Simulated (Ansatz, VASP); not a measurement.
**One calculation of SrLi2SnS4, two programs**

```
Li Sr Sn S
1.0
    -3.34219    3.34219    4.01437
     3.34219   -3.34219    4.01437
     3.34219    3.34219   -4.01437
Li Sr Sn S
2 1 1 4
Direct
  0.25000 0.75000 0.50000
  0.75000 0.25000 0.50000
  0.50000 0.50000 0.00000
  0.00000 0.00000 0.00000
  0.03682 0.03682 0.41523
  0.96318 0.37841 0.00000
  0.62159 0.62159 0.58477
  0.37841 0.96318 0.00000
```

Alike in both runs: task single point; functional r2SCAN; k mesh 6 × 6 × 6; no spin polarisation.

|  | VASP | Ansatz |
| --- | --- | --- |
| version | VASP 6.6.1 | Ansatz 0.2.0 |
| potentials or method | VASP PAW PBE potentials, release 64 (Li_sv, Sr_sv, Sn_d, S) | plane waves, PAW |
| plane-wave cutoff (eV) | 520 | 500 |
| occupations | gaussian, width 0.01 eV | fixed |
| valence electrons in the cell | 54 | 54 |

VASP gave:

| Quantity | Value |
| --- | --- |
| gap on the k mesh at the Fermi level (eV) | 2.99 |
| rms of the force components (eV/Å) | 0.007 |

Q: Estimate Ansatz's values.

A: gap on the k mesh at the Fermi level (eV): 2.98; rms of the force components (eV/Å): 0.002.

VASP's potentials were made for PBE, not for r2SCAN. Atom by atom the forces differ by 0.005 eV/Å (rms over components).

Noted on VASP's run: the cutoff is under 1.25 times that of the potentials, so the pressure is a little rough.
